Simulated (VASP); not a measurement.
# Ta (Im-3m) in VASP: notebook, part 2 of 2

VASP 6.6.1.

## 3. Single point, LDA

This run uses another cell than the first one, of 17.65 Å³/atom, 1.034 times its volume.

Contents of INCAR:

```
PREC     = Accurate       # precision mode
ENCUT    = 520            # plane-wave cutoff, eV
EDIFF    = 1E-6           # SCF threshold, eV
ISMEAR   = -1             # smearing method
SIGMA    = 0.05           # smearing width, eV
LREAL    = F              # projectors in reciprocal space
LASPH    = T              # aspherical terms in the spheres
NELM     = 80             # most SCF steps
ALGO     = Normal         # electronic algorithm
ISIF     = 2              # what is computed and relaxed
LWAVE    = F              # write WAVECAR
LCHARG   = T              # write CHGCAR
LELF     = T              # ELF
LVHAR    = T            
NBANDS   = 12             # bands
```

Contents of KPOINTS:

```
regular mesh
0
Gamma
  11 11 11
```

Contents of POSCAR:

```
Ta
1.0
   -1.6401972500      1.6401972500      1.6401972500
    1.6401972500     -1.6401972500      1.6401972500
    1.6401972500      1.6401972500     -1.6401972500
Ta
1
Direct
    0.0000000000      0.0000000000      0.0000000000
```

Potentials or basis: VASP PAW LDA potentials, release 64 (Ta_pv).

Launch:

```bash
$ cat potpaw_LDA.64/Ta_pv/POTCAR > POTCAR
$ mpirun -np 1 vasp_std > vasp.out
```

OUTCAR:

```text
PREC = Accurate
   ENCUT = 520
   EDIFF = 1E-6
   ISMEAR = -1
   LREAL = F
   LASPH = T
   NELM = 80
   ISIF = 2

 ion  position               nearest neighbor table
   1  0.000  0.000  0.000-

  LATTYP: Found a body centered cubic cell.
 ALAT       =     3.2803945000

  Lattice vectors:

 A1 = (  -1.6401972500,   1.6401972500,   1.6401972500)
 A2 = (   1.6401972500,  -1.6401972500,   1.6401972500)
 A3 = (   1.6401972500,   1.6401972500,  -1.6401972500)

Analysis of symmetry for initial positions (statically):
=====================================================================
 Subroutine PRICEL returns:
 Original cell was already a primitive cell.

 Routine SETGRP: Setting up the symmetry group for a
 body centered cubic supercell.

 Subroutine GETGRP returns: Found 48 space group operations
 (whereof 48 operations were pure point group operations)
 out of a pool of 48 trial point group operations.

The static configuration has the point symmetry O_h .

Analysis of symmetry for dynamics (positions and initial velocities):
=====================================================================
 Subroutine PRICEL returns:
 Original cell was already a primitive cell.

 Routine SETGRP: Setting up the symmetry group for a
 body centered cubic supercell.

 Subroutine GETGRP returns: Found 48 space group operations
 (whereof 48 operations were pure point group operations)
 out of a pool of 48 trial point group operations.

The dynamic configuration has the point symmetry O_h .

 Subroutine INISYM returns: Found 48 space group operations
 (whereof 48 operations are pure point group operations),
 and found     1 'primitive' translations

----------------------------------------------------------------------------------------

                                     Primitive cell

  volume of cell :      17.6501

  direct lattice vectors                    reciprocal lattice vectors
    -1.640197250  1.640197250  1.640197250     0.000000000  0.304841384  0.304841384
     1.640197250 -1.640197250  1.640197250     0.304841384  0.000000000  0.304841384
     1.640197250  1.640197250 -1.640197250     0.304841384  0.304841384  0.000000000

  length of vectors
     2.840904971  2.840904971  2.840904971     0.431110820  0.431110820  0.431110820

  position of ions in fractional coordinates (direct lattice)
     0.000000000  0.000000000  0.000000000

  ion indices of the primitive-cell ions
   primitive index   ion index
                 1           1

----------------------------------------------------------------------------------------

 KPOINTS: regular mesh

Automatic generation of k-mesh.
 Grid dimensions read from file:
 generate k-points for:   11   11   11

 Generating k-lattice:

  Cartesian coordinates                     Fractional coordinates (reciprocal lattice)
     0.000000000  0.027712853  0.027712853     0.090909091  0.000000000  0.000000000
     0.027712853  0.000000000  0.027712853     0.000000000  0.090909091  0.000000000
     0.027712853  0.027712853  0.000000000     0.000000000  0.000000000  0.090909091

  Length of vectors
     0.039191893  0.039191893  0.039191893

  Shift w.r.t. Gamma in fractional coordinates (k-lattice)
     0.000000000  0.000000000  0.000000000

 Subroutine IBZKPT returns following result:
 ===========================================

 Found     56 irreducible k-points:

 Following reciprocal coordinates:
            Coordinates               Weight
  0.000000  0.000000  0.000000      1.000000
  0.090909  0.000000  0.000000     12.000000
  0.181818  0.000000  0.000000     12.000000
  0.272727  0.000000  0.000000     12.000000
  0.363636  0.000000  0.000000     12.000000
  0.454545  0.000000  0.000000     12.000000
[... 16 lines left out ...]
  0.272727  0.181818  0.090909     48.000000
  0.363636  0.181818  0.090909     24.000000
 [... further k-points ...]
   k-points           NKPTS =     56   k-points in BZ     NKDIM =     56   number of bands    NBANDS=     12
   number of dos      NEDOS =    301   number of ions     NIONS =      1
   total plane-waves  NPLWV =  13824
   dimension x,y,z NGX =    24 NGY =   24 NGZ =   24
   dimension x,y,z NGXF=    48 NGYF=   48 NGZF=   48
   ions per type =               1
   NGX,Y,Z   is equivalent  to a cutoff of  14.04, 14.04, 14.04 a.u.
   NGXF,Y,Z  is equivalent  to a cutoff of  28.09, 28.09, 28.09 a.u.
 SYSTEM =  unknown system
   PREC   = accura    normal or accurate (medium, high low for compatibility)
   ISTART =      0    job   : 0-new  1-cont  2-samecut
   ICHARG =      2    charge: 1-file 2-atom 10-const
   ISPIN  =      1    spin polarized calculation?
   LNONCOLLINEAR =      F non collinear calculations
   LSORBIT =      F    spin-orbit coupling
   LASPH  =      T    aspherical Exc in radial PAW
   ENCUT  =  520.0 eV  38.22 Ry    6.18 a.u.   5.28  5.28  5.28*2*pi/ulx,y,z
   NELM   =     80;   NELMIN=  2; NELMDL= -5     # of ELM steps
   EDIFF  = 0.1E-05   stopping-criterion for ELM
   LREAL  =      F    real-space projection
   EDIFFG = 0.1E-04   stopping-criterion for IOM
   NSW    =      0    number of steps for IOM
   IBRION =     -1    ionic relax: 0-MD 1-quasi-New 2-CG
   NFREE  =      0    steps in history (QN), initial steepest desc. (CG)
   ISIF   =      2    stress and relaxation
   ISYM   =      2    0-nonsym 1-usesym 2-fastsym
   POTIM  = 0.5000    time-step for ionic-motion
   TEBEG  =    0.0;   TEEND  =   0.0 temperature during run
   PSTRESS=    0.0 pullay stress
   NELECT =      11.0000    total number of electrons
   NUPDOWN=      -1.0000    fix difference up-down
   EMIN   =  10.00;   EMAX   =-10.00  energy-range for DOS
   EFERMI =   0.00;   METHOD = LEGACY
   ISMEAR =    -1;   SIGMA  =   0.05  broadening in eV -4-tet -1-fermi 0-gaus
   EFERMI_NEDOS =   21; number of points for ismear=-14 and -15
   IALGO  =     38    algorithm
   IMIX   =      4    mixing-type and parameters
     AMIX     =   0.40;   BMIX     =  1.00
     AMIX_MAG =   1.60;   BMIX_MAG =  1.00
  volume/ion in A,a.u.               =      17.65       119.11
  Fermi-wavevector in a.u.,A,eV,Ry     =   1.398373  2.642542 26.605466  1.955447
  Thomas-Fermi vector in A             =   2.521537
   LORBIT       =      0    0 simple, 1 ext, 2 COOP (PROOUT), +10 PAW based schemes
   GGA     = CA    functional components
   LHFCALC =     F    Hartree Fock is set to
   AEXX    =    0.0000 exact exchange contribution
   IVDW    =     0    specifies the selected vdW correction
   LEPSILON=     F    determine dielectric tensor
   LRPA    =     F    only Hartree local field effects (RPA)
 non-spin polarized calculation
  energy-cutoff  :      520.00
  volume of cell :       17.65
 maximum number of plane-waves:       486
 NGX is ok and might be reduce to    24
   NGX = 11   NGY = 11   NGZ = 11

 number of electron      11.0000002 magnetization

 Free energy of the ion-electron system (eV)
  ---------------------------------------------------
  ext. energy  EPLUGINS =         0.00000000
  ---------------------------------------------------
  free energy    TOTEN  =       -12.83371465 eV

  energy without entropy =      -12.82668008  energy(sigma->0) =      -12.83019736

 E-fermi :   5.5676     XC(G=0): -12.8994

 val. band max:        5.5105073842   @ k =  -0.4545  -0.4545   0.0909
 cond. band min:       5.6390287126   @ k =  -0.1818   0.2727   0.0909
 fundamental gap:      0.1285213284
 Fermi energy:         5.5676479806

 k-point     1 :       0.0000    0.0000    0.0000
  band No.  band energies     occupation
      1     -27.2544      2.00000
      2     -27.2544      2.00000
      3     -27.2544      2.00000
      4      -2.3496      2.00000
      5       6.2366      0.00000
      6       6.2366      0.00000
      7       6.2366      0.00000
      8       9.5678      0.00000
      9       9.5678      0.00000
     10      19.3192      0.00000
     11      20.7396      0.00000
     12      20.7396      0.00000

 k-point     2 :       0.0909    0.0000    0.0000
  band No.  band energies     occupation
      1     -27.3651      2.00000
      2     -27.2883      2.00000
      3     -27.2551      2.00000
      4      -1.9728      2.00000
      5       5.9985      0.00036
      6       6.1590      0.00001
      7       6.6083      0.00000
      8       9.2142      0.00000
      9       9.5712      0.00000
     10      19.3190      0.00000
     11      21.0647      0.00000
     12      21.3937      0.00000
[... 316 lines left out ...]
 k-point    24 :       0.3636    0.1818    0.0909
  band No.  band energies     occupation
      1     -28.3092      2.00000
      2     -27.8368      2.00000
      3     -27.4655      2.00000
      4       2.6952      2.00000
      5       3.9297      2.00000
      6       5.7098      0.11016
      7      10.0134      0.00000
      8      10.5957      0.00000
      9      14.8850      0.00000
     10      15.9445      0.00000
     11      19.2383      0.00000
     12      19.3265      0.00000

 [... further k-points ...]
[... 5 lines left out ...]
  --------------------------------------------------------------------------------------
  -------------------------------------------------------------------------------------
  Total       -0.5069646     -0.5069646     -0.5069646     -0.0000000     -0.0000000     -0.0000000
  in kB      -46.0192949    -46.0192949    -46.0192949     -0.0000000     -0.0000000     -0.0000000
  external PRESSURE =     -46.0192949 kB  Pullay stress =       0.0000000 kB

 VOLUME and BASIS-vectors are now :
 -----------------------------------------------------------------------------
  energy-cutoff  :      520.00
  volume of cell :       17.65
      direct lattice vectors                 reciprocal lattice vectors
    -1.640197250  1.640197250  1.640197250     0.000000000  0.304841384  0.304841384
     1.640197250 -1.640197250  1.640197250     0.304841384  0.000000000  0.304841384
     1.640197250  1.640197250 -1.640197250     0.304841384  0.304841384  0.000000000

 POSITION                                       TOTAL-FORCE (eV/Angst)
 -----------------------------------------------------------------------------------
      0.00000      0.00000      0.00000         0.000000     -0.000000      0.000000
 -----------------------------------------------------------------------------------
    total drift:                               -0.000000      0.000000      0.000000

  FREE ENERGIE OF THE ION-ELECTRON SYSTEM (eV)
  ---------------------------------------------------
  free  energy   TOTEN  =       -12.8337146481 eV

  energy  without entropy=      -12.8266800766  energy(sigma->0) =      -12.83019736
```

Wall time 7.3 s (1 thread of Intel Xeon Platinum 8488C (Sapphire Rapids), shared host); peak memory 0.13 GiB.

What came out:

- Free energy: -12.8337 eV
- Pressure: -4.6 GPa

Levels at points of the mesh, in eV from the Fermi level:
```tsv
k point	band 3	band 4	band 5	band 6	band 7	band 8
(0.00, 0.00, 0.00)	-32.82	-7.92	0.67	0.67	0.67	4.00
```

Caveat: spin-orbit coupling is left out, which moves the levels of the heavy elements.

## 4. Single point, LDA

This run uses another cell than the first one, of 18.37 Å³/atom, 1.076 times its volume.

Contents of INCAR:

```
SYSTEM = Ta
PREC     = Accurate       ! precision mode
ENCUT    = 520            ! plane-wave cutoff, eV
EDIFF    = 1E-6           ! SCF threshold, eV
ISMEAR   = -1             ! smearing method
SIGMA    = 0.05           ! smearing width, eV
LREAL    = .False.        ! projectors in reciprocal space
LASPH    = .True.         ! aspherical terms in the spheres
NELM     = 60             ! most SCF steps
ALGO     = Fast           ! electronic algorithm
ISIF     = 2              ! what is computed and relaxed
LWAVE    = .False.        ! write WAVECAR
LCHARG   = .False.        ! write CHGCAR
NBANDS   = 12             ! bands
```

Contents of KPOINTS:

```
regular mesh
0
Gamma
  11 11 11
  0 0 0
```

Contents of POSCAR:

```
Ta
1.0
   -1.6622159478      1.6622159478      1.6622159478
    1.6622159478     -1.6622159478      1.6622159478
    1.6622159478      1.6622159478     -1.6622159478
Ta
1
Direct
    0.0000000000      0.0000000000      0.0000000000
```

Potentials or basis: VASP PAW LDA potentials, release 64 (Ta_pv).

Launch:

```bash
$ cat potpaw_LDA.64/Ta_pv/POTCAR > POTCAR
$ mpirun -np 1 vasp_std > vasp.out
```

OUTCAR:

```text
SYSTEM = Ta
   PREC = Accurate
   ENCUT = 520
   EDIFF = 1E-6
   ISMEAR = -1
   LREAL = .False.
   LASPH = .True.
   NELM = 60
   ISIF = 2

 ion  position               nearest neighbor table
   1  0.000  0.000  0.000-

  LATTYP: Found a body centered cubic cell.
 ALAT       =     3.3244318956

  Lattice vectors:

 A1 = (  -1.6622159478,   1.6622159478,   1.6622159478)
 A2 = (   1.6622159478,  -1.6622159478,   1.6622159478)
 A3 = (   1.6622159478,   1.6622159478,  -1.6622159478)

Analysis of symmetry for initial positions (statically):
=====================================================================
 Subroutine PRICEL returns:
 Original cell was already a primitive cell.

 Routine SETGRP: Setting up the symmetry group for a
 body centered cubic supercell.

 Subroutine GETGRP returns: Found 48 space group operations
 (whereof 48 operations were pure point group operations)
 out of a pool of 48 trial point group operations.

The static configuration has the point symmetry O_h .

Analysis of symmetry for dynamics (positions and initial velocities):
=====================================================================
[... 161 lines left out ...]
 fundamental gap:      0.1552037338
 Fermi energy:         5.2377326879

 k-point     1 :       0.0000    0.0000    0.0000
  band No.  band energies     occupation
      1     -27.7392      2.00000
      2     -27.7392      2.00000
      3     -27.7392      2.00000
      4      -2.5305      2.00000
      5       5.9073      0.00000
      6       5.9073      0.00000
      7       5.9073      0.00000
      8       9.0937      0.00000
      9       9.0937      0.00000
     10      20.2225      0.00000
     11      20.2225      0.00000
     12      20.2225      0.00000
[... 331 lines left out ...]
 k-point    24 :       0.3636    0.1818    0.0909
  band No.  band energies     occupation
      1     -28.6636      2.00000
      2     -28.2496      2.00000
      3     -27.9226      2.00000
      4       2.4693      2.00000
      5       3.6855      2.00000
      6       5.3031      0.42553
      7       9.4907      0.00000
      8      10.0412      0.00000
      9      14.0571      0.00000
     10      15.1446      0.00000
     11      18.5078      0.00000
     12      20.1114      0.00000

 [... further k-points ...]
[... 5 lines left out ...]
  --------------------------------------------------------------------------------------
  -------------------------------------------------------------------------------------
  Total       -1.3993977     -1.3993977     -1.3993977     -0.0000000      0.0000000      0.0000000
  in kB     -122.0476449   -122.0476449   -122.0476449     -0.0000000      0.0000000      0.0000000
  external PRESSURE =    -122.0476449 kB  Pullay stress =       0.0000000 kB

 VOLUME and BASIS-vectors are now :
 -----------------------------------------------------------------------------
  energy-cutoff  :      520.00
  volume of cell :       18.37
      direct lattice vectors                 reciprocal lattice vectors
    -1.662215948  1.662215948  1.662215948     0.000000000  0.300803274  0.300803274
     1.662215948 -1.662215948  1.662215948     0.300803274  0.000000000  0.300803274
     1.662215948  1.662215948 -1.662215948     0.300803274  0.300803274  0.000000000

 POSITION                                       TOTAL-FORCE (eV/Angst)
 -----------------------------------------------------------------------------------
      0.00000      0.00000      0.00000         0.000000      0.000000      0.000000
 -----------------------------------------------------------------------------------
    total drift:                               -0.000000      0.000000     -0.000000

  FREE ENERGIE OF THE ION-ELECTRON SYSTEM (eV)
  ---------------------------------------------------
  free  energy   TOTEN  =       -12.7953825733 eV

  energy  without entropy=      -12.7873251393  energy(sigma->0) =      -12.79135386
```

OSZICAR:

```text
N       E                     dE             d eps       ncg     rms          rms(c)
DAV:   1     0.623588666088E+02    0.62359E+02   -0.62170E+03  1344   0.886E+02
DAV:   2    -0.122087479029E+02   -0.74568E+02   -0.72740E+02  1516   0.247E+02
DAV:   3    -0.133037425051E+02   -0.10950E+01   -0.10820E+01  1564   0.280E+01
DAV:   4    -0.133067259848E+02   -0.29835E-02   -0.29833E-02  1500   0.166E+00
DAV:   5    -0.133067359845E+02   -0.99997E-05   -0.99989E-05  1596   0.905E-02    0.130E+01
RMM:   6    -0.129105994616E+02    0.39614E+00   -0.28225E-01  1419   0.419E+00    0.614E+00
RMM:   7    -0.127965974236E+02    0.11400E+00   -0.26589E-01  1495   0.391E+00    0.324E-01
RMM:   8    -0.127953716026E+02    0.12258E-02   -0.95491E-03  1612   0.899E-01    0.246E-01
RMM:   9    -0.127953972938E+02   -0.25691E-04   -0.11010E-03  1659   0.293E-01    0.540E-02
RMM:  10    -0.127953816621E+02    0.15632E-04   -0.12873E-04  1654   0.111E-01    0.963E-03
RMM:  11    -0.127953823009E+02   -0.63878E-06   -0.21956E-05  1673   0.419E-02    0.317E-03
RMM:  12    -0.127953825733E+02   -0.27241E-06   -0.22257E-06  1298   0.105E-02
   1 F= -.12795383E+02 E0= -.12791354E+02  d E =-.805743E-02
```

Run time: 9.7 s. Hardware: 1 thread of Intel Xeon Platinum 8488C (Sapphire Rapids), shared host; peak memory 0.13 GiB.

Results:

| Quantity | Value |
| --- | --- |
| Free energy | -12.7954 eV |
| Pressure | -12.2 GPa |

Levels at points of the mesh, in eV from the Fermi level:
```tsv
k point	band 2	band 3	band 4	band 5	band 6	band 7	band 8	band 9
(0.00, 0.00, 0.00)	-32.98	-32.98	-7.77	0.67	0.67	0.67	3.86	3.86
```

Caveat: spin-orbit coupling is left out, which moves the levels of the heavy elements.

## 5. Single point, PBE

This run uses another cell than the first one, of 18.01 Å³/atom, 1.055 times its volume.

Contents of INCAR:

```
SYSTEM = Ta
PREC = Accurate
ENCUT = 520
EDIFF = 1E-6
ISMEAR = 0
SIGMA = 0.020999999999999998
LREAL = .FALSE.
LASPH = .TRUE.
NELM = 80
ALGO = Normal
ISIF = 2
LWAVE = .FALSE.
LCHARG = .TRUE.
GGA = PE
LELF = .TRUE.
LVHAR = .TRUE.
NBANDS = 12
```

Contents of KPOINTS:

```
Automatic mesh
0
G
  11 11 11
  0 0 0
```

Contents of POSCAR:

```
Ta
1.0
   -1.6512800000      1.6512800000      1.6512800000
    1.6512800000     -1.6512800000      1.6512800000
    1.6512800000      1.6512800000     -1.6512800000
Ta
1
Direct
    0.0000000000      0.0000000000      0.0000000000
```

Potentials or basis: VASP PAW PBE potentials, release 64 (Ta_pv).

Launch:

```bash
$ cat potpaw_PBE.64/Ta_pv/POTCAR > POTCAR
$ mpirun -np 1 vasp_std > vasp.out
```

Wall time 6.9 s (1 thread of Intel Xeon Platinum 8488C (Sapphire Rapids), shared host); peak memory 0.14 GiB.

The run converged. Its results:

* Free energy: -11.8153 eV
* Pressure: 2.2 GPa

Levels at points of the mesh, in eV from the Fermi level:
```tsv
k point	band 3	band 4	band 5	band 6	band 7	band 8
(0.00, 0.00, 0.00)	-33.02	-7.88	0.78	0.78	0.78	4.05
```

Caveat: spin-orbit coupling is left out, which moves the levels of the heavy elements.

## 6. Summary

```csv
level,potentials or basis,cell,smearing,gap on the mesh (eV),pressure (GPa)
PBEsol+D3(BJ),"VASP PAW PBE potentials, release 64 (Ta_pv)","a = 2.809 Å, angles 109.5°, 1 atom",fermi-dirac 0.05 eV,none,0.4
LDA,"VASP PAW LDA potentials, release 64 (Ta_pv)","a = 2.841 Å, angles 109.5°, 1 atom",fermi-dirac 0.05 eV,none,-4.6
LDA,"VASP PAW LDA potentials, release 64 (Ta_pv)","a = 2.879 Å, angles 109.5°, 1 atom",fermi-dirac 0.05 eV,none,-12.2
PBE,"VASP PAW PBE potentials, release 64 (Ta_pv)","a = 2.860 Å, angles 109.5°, 1 atom",gaussian 0.021 eV,none,2.2
```

Alike in all rows: task single point; no spin polarisation; k mesh 11 × 11 × 11; cutoff (eV) 520.

Caveats: spin-orbit coupling is left out, which moves the levels of the heavy elements; the PAW data sets were made with another functional, which shifts forces and pressure a little (some runs); pairwise dispersion overbinds metals, which lowers pressure and volume (some runs).

Absolute energies hang on the potentials; compare differences alone.
